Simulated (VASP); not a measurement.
# Rb2CdSe2O6 (R-3m) in VASP: further runs, part 2 of 2

VASP 6.6.1. Earlier steps stand in the parts before.

### Step 3. Electric field gradients, r2SCAN

File POSCAR:

```
Rb2CdSe2O6
1.0
    2.8751508921      1.6599691415      6.5561700000
   -2.8751508921      1.6599691415      6.5561700000
    0.0000000000     -3.3199382831      6.5561700000
Rb Cd Se O
2 1 2 6
Direct
    0.8022830847      0.8022830847      0.8022830847
    0.1977169153      0.1977169153      0.1977169153
    0.0000000000      0.0000000000      0.0000000000
    0.6258833550      0.6258833550      0.6258833550
    0.3741166450      0.3741166450      0.3741166450
    0.7448225630      0.2765569588      0.7448225630
    0.7448225630      0.7448225630      0.2765569588
    0.2765569588      0.7448225630      0.7448225630
    0.2551774370      0.7234430412      0.2551774370
    0.7234430412      0.2551774370      0.2551774370
    0.2551774370      0.2551774370      0.7234430412
```

File INCAR.step1:

```
SYSTEM = Rb2CdSe2O6
ALGO = Normal
EDIFF = 1E-4
ENCUT = 520
GGA = PE
ISMEAR = -1
LASPH = .TRUE.
LCHARG = .FALSE.
LREAL = .FALSE.
LWAVE = .TRUE.
NBANDS = 50
NELM = 60
PREC = Accurate
SIGMA = 0.02
```

File INCAR.step2:

```
SYSTEM = Rb2CdSe2O6
ALGO = Normal
EDIFF = 1E-8
ENCUT = 520
ISIF = 2
ISMEAR = -1
ISTART = 1
LASPH = .TRUE.
LCHARG = .FALSE.
LEFG = .TRUE.
LMIXTAU = .TRUE.
LREAL = .FALSE.
LWAVE = .FALSE.
METAGGA = R2SCAN
NBANDS = 50
NELM = 60
PREC = Accurate
SIGMA = 0.02
```

File KPOINTS:

```
k-points
0
G
  4 4 4
  0 0 0
```

Potentials or basis: VASP PAW PBE potentials, release 64 (Rb_sv, Cd, Se, O).

Run with:

```bash
$ cat potpaw_PBE.64/Rb_sv/POTCAR potpaw_PBE.64/Cd/POTCAR potpaw_PBE.64/Se/POTCAR potpaw_PBE.64/O/POTCAR > POTCAR
$ cp INCAR.step1 INCAR
$ mpirun -np 1 vasp_std > vasp.out
$ cp INCAR.step2 INCAR
$ mpirun -np 1 vasp_std > vasp.out
```

OUTCAR:

```text
SYSTEM = Rb2CdSe2O6
   EDIFF = 1E-8
   ENCUT = 520
   ISIF = 2
   ISMEAR = -1
   ISTART = 1
   LASPH = .TRUE.
   LREAL = .FALSE.
   METAGGA = R2SCAN
   NELM = 60
   PREC = Accurate

 ion  position               nearest neighbor table
   1  0.802  0.802  0.802-   6 2.94   8 2.94   7 2.94  11 3.09  11 3.09   9 3.09  10 3.09   9 3.09
                            10 3.09   4 3.47   2 3.54   2 3.54   2 3.54   5 3.81   5 3.81   5 3.81
   2  0.198  0.198  0.198-   9 2.94  10 2.94  11 2.94   7 3.09   7 3.09   8 3.09   6 3.09   8 3.09
                             6 3.09   5 3.47   1 3.54   1 3.54   1 3.54   4 3.81   4 3.81   4 3.81
   3  0.000  0.000  0.000-   6 2.34   8 2.34   9 2.34  10 2.34   7 2.34  11 2.34   1 3.89   2 3.89
                             1 4.26   1 4.26   2 4.26   2 4.26   1 4.26   2 4.26
   4  0.626  0.626  0.626-   6 1.72   8 1.72   7 1.72   1 3.47   2 3.81   2 3.81   2 3.81
   5  0.374  0.374  0.374-   9 1.72  10 1.72  11 1.72   2 3.47   1 3.81   1 3.81   1 3.81
   6  0.745  0.277  0.745-   4 1.72   3 2.34   1 2.94   2 3.09   2 3.09
   7  0.745  0.745  0.277-   4 1.72   3 2.34   1 2.94   2 3.09   2 3.09
   8  0.277  0.745  0.745-   4 1.72   3 2.34   1 2.94   2 3.09   2 3.09
[... 954 lines left out ...]
   2       2.372     2.372    -4.744       0.000
   3       9.232     9.232   -18.463       0.000
   4     158.335   158.335  -316.671       0.000
   5     158.335   158.335  -316.671       0.000
   6     -79.698   -56.585   136.283       0.170
   7     -79.698   -56.585   136.283       0.170
   8     -79.698   -56.585   136.283       0.170
   9     -79.698   -56.585   136.283       0.170
  10     -79.698   -56.585   136.283       0.170
  11     -79.698   -56.585   136.283       0.170
----------------------------------------------------------------------

           NMR quadrupolar parameters

 Cq : quadrupolar parameter    Cq=e*Q*V_zz/h
 eta: asymmetry parameters     (V_yy - V_xx)/ V_zz
 Q  : nuclear electric quadrupole moment in mb (millibarn)
----------------------------------------------------------------------
 ion       Cq(MHz)       eta       Q (mb)
----------------------------------------------------------------------
   1      -0.011       0.000       1.000
   2      -0.011       0.000       1.000
   3      -0.045       0.000       1.000
   4      -0.766       0.000       1.000
   5      -0.766       0.000       1.000
   6       0.330       0.170       1.000
   7       0.330       0.170       1.000
   8       0.330       0.170       1.000
   9       0.330       0.170       1.000
  10       0.330       0.170       1.000
  11       0.330       0.170       1.000
----------------------------------------------------------------------
```

OUTCAR.step1:

```text
SYSTEM = Rb2CdSe2O6
   EDIFF = 1E-4
   ENCUT = 520
   GGA = PE
   ISMEAR = -1
   LASPH = .TRUE.
[... 935 lines left out ...]
     -1.34633      0.77731      8.08899        -0.131781      0.076084      0.112769
      1.34633      0.77731      8.08899         0.131781      0.076084      0.112769
      0.00000     -1.55461      8.08899         0.000000     -0.152168      0.112769
 -----------------------------------------------------------------------------------
    total drift:                                0.000000     -0.000000      0.000000

  FREE ENERGIE OF THE ION-ELECTRON SYSTEM (eV)
  ---------------------------------------------------
  free  energy   TOTEN  =       -53.2876994627 eV

  energy  without entropy=      -53.2876994627  energy(sigma->0) =      -53.28769946
```

It used 840 s of CPU time on 1 thread of Intel(R) Xeon(R) Platinum 8488C (Sapphire Rapids) (shared host).

Results:

* Free energy: -127.9384 eV
* Pressure: -0.5 GPa
* Largest force: 0.498 eV/Å
* Band gap on the k mesh: 4.46 eV (least direct gap 4.68 eV)
* Largest electric field gradient by atom: Rb -4.7; Cd -18.5; Se -316.7; O +136.3 V/Å²

Forces on the atoms (eV/Å):
```
Rb   0.000  0.000  0.045
Rb   0.000  0.000 -0.045
Cd   0.000  0.000  0.000
Se   0.000  0.000 -0.498
Se   0.000  0.000  0.498
O   -0.288  0.166  0.223
O    0.000 -0.332  0.223
O    0.288  0.166  0.223
O    0.288 -0.166 -0.223
O   -0.288 -0.166 -0.223
O    0.000  0.332 -0.223
```

Electric field gradients, principal values (V/Å²):
| atom | least | middle | greatest (by size) |
| --- | --- | --- | --- |
| 1 Rb | 2.372 | 2.372 | -4.744 |
| 2 Rb | 2.372 | 2.372 | -4.744 |
| 3 Cd | 9.232 | 9.232 | -18.463 |
| 4 Se | 158.335 | 158.335 | -316.671 |
| 5 Se | 158.335 | 158.335 | -316.671 |
| 6 O | -56.585 | -79.698 | 136.283 |
| 7 O | -56.585 | -79.698 | 136.283 |
| 8 O | -56.585 | -79.698 | 136.283 |
| 9 O | -56.585 | -79.698 | 136.283 |
| 10 O | -56.585 | -79.698 | 136.283 |
| 11 O | -56.585 | -79.698 | 136.283 |

Caveat: without QUAD_EFG the Cq values of the log hold for a quadrupole moment of 1 mb, not for the nuclei; the PAW data sets were made with another functional, which shifts forces and pressure a little.
